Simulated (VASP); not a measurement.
# Sc (I4/mmm) in VASP: further runs, part 3 of 3

VASP 6.6.1.

## Step 4: Single point, r2SCAN

This run uses another cell than the first one, of the same volume but with other edges.

The input, POSCAR:

```
Sc
1.0
    0.0000000000      2.3344911424      2.1477318510
    2.3344911424      0.0000000000      2.1477318510
    2.3344911424      2.3344911424      0.0000000000
Sc
1
Direct
    0.0000000000      0.0000000000      0.0000000000
```

The input, INCAR.step1:

```
ALGO = Normal ; EDIFF = 1E-4
ENCUT = 520 ; GGA = PE
ISMEAR = 0 ; LASPH = True
LCHARG = False ; LREAL = False
LWAVE = True ; NBANDS = 12
NELM = 100 ; PREC = Accurate
SIGMA = 0.15
```

The input, INCAR.step2:

```
ALGO = Normal ; EDIFF = 1E-6
ENCUT = 520 ; ISIF = 2
ISMEAR = 0 ; ISTART = 1
LASPH = True ; LCHARG = True
LELF = True ; LMIXTAU = True
LREAL = False ; LVHAR = True
LWAVE = False ; METAGGA = R2SCAN
NBANDS = 12 ; NELM = 100
PREC = Accurate ; SIGMA = 0.15
```

The input, KPOINTS:

```
k-points
0
Gamma
  20 20 20
```

Potentials or basis: VASP PAW PBE potentials, release 64 (Sc_sv).

On the command line:

```bash
$ cat potpaw_PBE.64/Sc_sv/POTCAR > POTCAR
$ cp INCAR.step1 INCAR
$ mpirun -np 1 vasp_std > vasp.out
$ cp INCAR.step2 INCAR
$ mpirun -np 1 vasp_std > vasp.out
```

OUTCAR:

```text
EDIFF = 1E-6
   ENCUT = 520
   ISIF = 2
   ISMEAR = 0
   ISTART = 1
   LASPH = True
   LREAL = False
   METAGGA = R2SCAN
   NELM = 100
   PREC = Accurate

 ion  position               nearest neighbor table
   1  0.000  0.000  0.000-

  LATTYP: Found a body centered tetragonal cell.
 ALAT       =     3.3014690348
 C/A-ratio  =     1.3010764774

  Lattice vectors:

 A1 = (   0.0000000000,  -2.3344911424,  -2.1477318510)
 A2 = (   0.0000000000,   2.3344911424,  -2.1477318510)
 A3 = (   2.3344911424,   0.0000000000,   2.1477318510)

Analysis of symmetry for initial positions (statically):
=====================================================================
 Subroutine PRICEL returns:
 Original cell was already a primitive cell.

 Routine SETGRP: Setting up the symmetry group for a
 body centered tetragonal supercell.

 Subroutine GETGRP returns: Found 16 space group operations
 (whereof 16 operations were pure point group operations)
 out of a pool of 16 trial point group operations.

The static configuration has the point symmetry D_4h.

Analysis of symmetry for dynamics (positions and initial velocities):
=====================================================================
 Subroutine PRICEL returns:
 Original cell was already a primitive cell.

 Routine SETGRP: Setting up the symmetry group for a
 body centered tetragonal supercell.

 Subroutine GETGRP returns: Found 16 space group operations
 (whereof 16 operations were pure point group operations)
 out of a pool of 16 trial point group operations.

The dynamic configuration has the point symmetry D_4h.

 Subroutine INISYM returns: Found 16 space group operations
 (whereof 16 operations are pure point group operations),
 and found     1 'primitive' translations

----------------------------------------------------------------------------------------

                                     Primitive cell

  volume of cell :      23.4096

  direct lattice vectors                    reciprocal lattice vectors
     0.000000000  2.334491142  2.147731851    -0.214179438  0.214179438  0.232803737
     2.334491142  0.000000000  2.147731851     0.214179438 -0.214179438  0.232803737
     2.334491142  2.334491142  0.000000000     0.214179438  0.214179438 -0.232803737

  length of vectors
     3.172160305  3.172160305  3.301469035     0.382025186  0.382025186  0.382025186

  position of ions in fractional coordinates (direct lattice)
     0.000000000  0.000000000  0.000000000

  ion indices of the primitive-cell ions
   primitive index   ion index
                 1           1

----------------------------------------------------------------------------------------

 KPOINTS: k-points

Automatic generation of k-mesh.
 Grid dimensions read from file:
 generate k-points for:   20   20   20

 Generating k-lattice:

  Cartesian coordinates                     Fractional coordinates (reciprocal lattice)
    -0.010708972  0.010708972  0.011640187     0.050000000  0.000000000  0.000000000
     0.010708972 -0.010708972  0.011640187     0.000000000  0.050000000  0.000000000
     0.010708972  0.010708972 -0.011640187    -0.000000000 -0.000000000  0.050000000

  Length of vectors
     0.019101259  0.019101259  0.019101259

  Shift w.r.t. Gamma in fractional coordinates (k-lattice)
     0.000000000  0.000000000  0.000000000

 Subroutine IBZKPT returns following result:
 ===========================================

 Found    641 irreducible k-points:

 Following reciprocal coordinates:
            Coordinates               Weight
  0.000000  0.000000  0.000000      1.000000
  0.050000  0.000000  0.000000      8.000000
  0.100000  0.000000  0.000000      8.000000
  0.150000  0.000000  0.000000      8.000000
  0.200000  0.000000  0.000000      8.000000
  0.250000  0.000000  0.000000      8.000000
[... 16 lines left out ...]
 -0.400000  0.050000  0.000000      8.000000
 -0.350000  0.050000  0.000000      8.000000
 [... further k-points ...]
   k-points           NKPTS =    641   k-points in BZ     NKDIM =    641   number of bands    NBANDS=     12
   number of dos      NEDOS =    301   number of ions     NIONS =      1
   total plane-waves  NPLWV =  16128
   dimension x,y,z NGX =    24 NGY =   24 NGZ =   28
   dimension x,y,z NGXF=    48 NGYF=   48 NGZF=   56
   ions per type =               1
   NGX,Y,Z   is equivalent  to a cutoff of  12.58, 12.58, 14.10 a.u.
   NGXF,Y,Z  is equivalent  to a cutoff of  25.16, 25.16, 28.20 a.u.
 SYSTEM =  unknown system
   PREC   = accura    normal or accurate (medium, high low for compatibility)
   ISTART =      1    job   : 0-new  1-cont  2-samecut
   ICHARG =      0    charge: 1-file 2-atom 10-const
   ISPIN  =      1    spin polarized calculation?
   LNONCOLLINEAR =      F non collinear calculations
   LSORBIT =      F    spin-orbit coupling
   LASPH  =      T    aspherical Exc in radial PAW
   ENCUT  =  520.0 eV  38.22 Ry    6.18 a.u.   5.90  5.90  6.14*2*pi/ulx,y,z
   NELM   =    100;   NELMIN=  2; NELMDL=  0     # of ELM steps
   EDIFF  = 0.1E-05   stopping-criterion for ELM
   LREAL  =      F    real-space projection
   EDIFFG = 0.1E-04   stopping-criterion for IOM
   NSW    =      0    number of steps for IOM
   IBRION =     -1    ionic relax: 0-MD 1-quasi-New 2-CG
   NFREE  =      0    steps in history (QN), initial steepest desc. (CG)
   ISIF   =      2    stress and relaxation
   ISYM   =      2    0-nonsym 1-usesym 2-fastsym
   POTIM  = 0.5000    time-step for ionic-motion
   TEBEG  =    0.0;   TEEND  =   0.0 temperature during run
   PSTRESS=    0.0 pullay stress
   NELECT =      11.0000    total number of electrons
   NUPDOWN=      -1.0000    fix difference up-down
   EMIN   =  10.00;   EMAX   =-10.00  energy-range for DOS
   EFERMI =   0.00;   METHOD = LEGACY
   ISMEAR =     0;   SIGMA  =   0.15  broadening in eV -4-tet -1-fermi 0-gaus
   EFERMI_NEDOS =   21; number of points for ismear=-14 and -15
   IALGO  =     38    algorithm
   IMIX   =      4    mixing-type and parameters
     AMIX     =   0.40;   BMIX     =  1.00
     AMIX_MAG =   1.60;   BMIX_MAG =  1.00
  volume/ion in A,a.u.               =      23.41       157.98
  Fermi-wavevector in a.u.,A,eV,Ry     =   1.272744  2.405136 22.039751  1.619876
  Thomas-Fermi vector in A             =   2.405605
   LORBIT       =      0    0 simple, 1 ext, 2 COOP (PROOUT), +10 PAW based schemes
   METAGGA = R2SCAN    functional components
   LHFCALC =     F    Hartree Fock is set to
   AEXX    =    0.0000 exact exchange contribution
   IVDW    =     0    specifies the selected vdW correction
   LEPSILON=     F    determine dielectric tensor
   LRPA    =     F    only Hartree local field effects (RPA)
 non-spin polarized calculation
 Gauss-broadening in eV      SIGMA  =   0.15
  energy-cutoff  :      520.00
  volume of cell :       23.41
 maximum number of plane-waves:       644
   NGX = 11   NGY = 11   NGZ = 13

 number of electron      11.0000000 magnetization

 Free energy of the ion-electron system (eV)
  ---------------------------------------------------
  ext. energy  EPLUGINS =         0.00000000
  ---------------------------------------------------
  free energy    TOTEN  =       -11.28103030 eV

  energy without entropy =      -11.26004664  energy(sigma->0) =      -11.27053847

 E-fermi :   4.1042     XC(G=0): -10.8323

 val. band max:        4.1033090875   @ k =   0.3000   0.3000   0.0000
 cond. band min:       4.1085806448   @ k =  -0.1000   0.3500   0.2500
 fundamental gap:      0.0052715573
 Fermi energy:         4.1042444526

 k-point     1 :       0.0000    0.0000    0.0000
  band No.  band energies     occupation
      1     -47.3174      2.00000
      2     -24.7291      2.00000
      3     -24.7145      2.00000
      4     -24.7145      2.00000
      5      -1.5668      2.00000
      6       5.8333      0.00000
      7       5.8333      0.00000
      8       6.3246      0.00000
      9       7.1943      0.00000
     10       7.7701      0.00000
     11      17.4502      0.00000
     12      20.7324      0.00000
[... 331 lines left out ...]
 k-point    24 :      -0.3500    0.0500    0.0000
  band No.  band energies     occupation
      1     -47.2521      2.00000
      2     -25.1244      2.00000
      3     -24.7858      2.00000
      4     -24.7683      2.00000
      5       1.3986      2.00000
      6       4.4584      0.00084
      7       5.7200      0.00000
      8       6.2194      0.00000
      9       8.0232      0.00000
     10       8.2000      0.00000
     11      13.1521      0.00000
     12      17.2217      0.00000

 [... further k-points ...]
[... 5 lines left out ...]
  --------------------------------------------------------------------------------------
  -------------------------------------------------------------------------------------
  Total        0.5723997      0.5723997      0.7070246      0.0000000      0.0000000     -0.0000000
  in kB       39.1755845     39.1755845     48.3894385      0.0000000      0.0000000     -0.0000000
  external PRESSURE =      42.2468691 kB  Pullay stress =       0.0000000 kB

 VOLUME and BASIS-vectors are now :
 -----------------------------------------------------------------------------
  energy-cutoff  :      520.00
  volume of cell :       23.41
      direct lattice vectors                 reciprocal lattice vectors
     0.000000000  2.334491142  2.147731851    -0.214179438  0.214179438  0.232803737
     2.334491142  0.000000000  2.147731851     0.214179438 -0.214179438  0.232803737
     2.334491142  2.334491142  0.000000000     0.214179438  0.214179438 -0.232803737

 POSITION                                       TOTAL-FORCE (eV/Angst)
 -----------------------------------------------------------------------------------
      0.00000      0.00000      0.00000         0.000000      0.000000      0.000000
 -----------------------------------------------------------------------------------
    total drift:                               -0.000000     -0.000000      0.000000

  FREE ENERGIE OF THE ION-ELECTRON SYSTEM (eV)
  ---------------------------------------------------
  free  energy   TOTEN  =       -11.2810302973 eV

  energy  without entropy=      -11.2600466384  energy(sigma->0) =      -11.27053847
```

OSZICAR.step1:

```text
N       E                     dE             d eps       ncg     rms          rms(c)
DAV:   1     0.730489259706E+02    0.73049E+02   -0.51002E+03 15424   0.903E+02
DAV:   2    -0.541757004464E+01   -0.78466E+02   -0.76899E+02 15400   0.284E+02
DAV:   3    -0.681923125047E+01   -0.14017E+01   -0.13727E+01 20444   0.497E+01
DAV:   4    -0.684097824520E+01   -0.21747E-01   -0.21733E-01 19360   0.497E+00
DAV:   5    -0.684129212955E+01   -0.31388E-03   -0.31388E-03 20372   0.558E-01    0.557E+00
DAV:   6    -0.626830710198E+01    0.57299E+00   -0.85595E-01 23308   0.134E+01    0.166E+00
DAV:   7    -0.619638014356E+01    0.71927E-01   -0.16488E-01 24488   0.565E+00    0.551E-01
DAV:   8    -0.619233277874E+01    0.40474E-02   -0.12554E-02 19208   0.162E+00    0.163E-01
DAV:   9    -0.619185257221E+01    0.48021E-03   -0.18864E-03 23000   0.648E-01    0.287E-02
DAV:  10    -0.619184748169E+01    0.50905E-05   -0.44727E-05  9052   0.953E-02
   1 F= -.61918475E+01 E0= -.61812823E+01  d E =-.211303E-01
```

It took 6.2 min on 1 thread of Intel Xeon Platinum 8488C (Sapphire Rapids), shared host; peak memory 0.29 GiB.

What came out:

```yaml
Free_energy: -11.2810 eV
Pressure: 4.2 GPa
Band_gap_on_the_k_mesh: zero (an odd number of electrons rules out a gap without spin polarisation)
```

Levels at points of the mesh, in eV from the Fermi level:
```tsv
k point	band 1	band 2	band 3	band 4	band 5	band 6	band 7	band 8	band 9	band 10
(0.00, 0.00, 0.00)	-51.42	-28.83	-28.82	-28.82	-5.67	1.73	1.73	2.22	3.09	3.67
(0.50, 0.00, 0.00)	-51.34	-29.32	-28.91	-28.86	-1.90	0.17	1.41	2.08	4.22	4.54
(0.50, 0.50, 0.00)	-51.30	-29.28	-29.03	-29.03	-1.66	-0.87	3.05	4.40	4.63	4.63
(0.50, 0.00, 0.50)	-51.33	-29.28	-29.02	-28.93	-1.74	-0.53	1.62	4.33	4.40	4.80
```

Caveat: the cell stands under pressure; the PAW data sets were made with another functional, which shifts forces and pressure a little.

## Step 5: Single point, r2SCAN

This run uses another cell than the first one, of the same volume but with other edges.

The input, POSCAR:

```
Sc
1.0
    0.0000000000      2.1994998896      2.4194498786
    2.1994998896      0.0000000000      2.4194498786
    2.1994998896      2.1994998896      0.0000000000
Sc
1
Direct
    0.0000000000      0.0000000000      0.0000000000
```

The input, INCAR.step1:

```
SYSTEM = Sc
  ALGO = Normal
  EDIFF = 1E-4
  ENCUT = 520
  GGA = PE
  ISMEAR = 0
  LASPH = .True.
  LCHARG = .False.
  LREAL = .False.
  LWAVE = .True.
  NBANDS = 12
  NELM = 60
  PREC = Accurate
  SIGMA = 0.15
```

The input, INCAR.step2:

```
SYSTEM = Sc
  ALGO = Normal
  EDIFF = 1E-6
  ENCUT = 520
  ISIF = 2
  ISMEAR = 0
  ISTART = 1
  LASPH = .True.
  LCHARG = .True.
  LELF = .True.
  LMIXTAU = .True.
  LREAL = .False.
  LVHAR = .True.
  LWAVE = .False.
  METAGGA = R2SCAN
  NBANDS = 12
  NELM = 60
  PREC = Accurate
  SIGMA = 0.15
```

The input, KPOINTS:

```
k-points
0
Gamma
  20 20 20
  0 0 0
```

On the command line:

```bash
$ cat potpaw_PBE.64/Sc_sv/POTCAR > POTCAR
$ cp INCAR.step1 INCAR
$ mpirun -np 1 vasp_std > vasp.out
$ cp INCAR.step2 INCAR
$ mpirun -np 1 vasp_std > vasp.out
```

Run time: 4.4 min. Hardware: 1 thread of Intel Xeon Platinum 8488C (Sapphire Rapids), shared host; peak memory 0.29 GiB.

Results (log left out):

```yaml
Free_energy: -11.2784 eV
Pressure: 4.1 GPa
Band_gap_on_the_k_mesh: zero (an odd number of electrons rules out a gap without spin polarisation)
```

Stress tensor (GPa, compression positive):
```
4.61 0.00 0.00
0.00 4.61 0.00
0.00 0.00 3.06
```

Levels at points of the mesh, in eV from the Fermi level:
```tsv
k point	band 2	band 3	band 4	band 5	band 6	band 7	band 8	band 9
(0.00, 0.00, 0.00)	-28.84	-28.84	-28.80	-5.66	1.47	2.12	2.12	2.99
(0.50, 0.00, 0.00)	-29.33	-28.90	-28.87	-1.89	0.18	1.41	2.08	4.23
(0.50, 0.50, 0.00)	-29.24	-28.96	-28.96	-1.75	-0.47	1.09	4.41	4.60
(0.50, 0.00, 0.50)	-29.30	-29.09	-28.94	-1.69	-0.72	2.63	4.32	4.33
```

Caveat: the cell stands under pressure; the PAW data sets were made with another functional, which shifts forces and pressure a little.

## Step 6: Summary

| cell | gap on the mesh (eV) | pressure (GPa) |
| --- | --- | --- |
| a = 3.128, b = 3.128, c = 3.488 Å, angles 56.1, 56.1, 67.8°, 1 atom | none | 4.4 |
| a = 3.412, b = 3.412, c = 2.942 Å, angles 64.5, 64.5, 51.1°, 1 atom | none | 3.3 |
| a = 3.172, b = 3.172, c = 3.301 Å, angles 58.6, 58.6, 62.7°, 1 atom | none | 4.2 |
| a = 3.270, b = 3.270, c = 3.111 Å, angles 61.6, 61.6, 56.8°, 1 atom | none | 4.1 |

Alike in all rows: task single point; level r2SCAN; potentials or basis VASP PAW PBE potentials, release 64 (Sc_sv); no spin polarisation; k mesh 20 × 20 × 20; cutoff (eV) 520; smearing gaussian 0.15 eV.

Caveats: the PAW data sets were made with another functional, which shifts forces and pressure a little; the cell stands under pressure (at least some runs); the stress differs along the axes, from -3 to 7 GPa (at least some runs).

Total energies depend on the potentials used, so only differences within one code and one set of settings carry meaning.
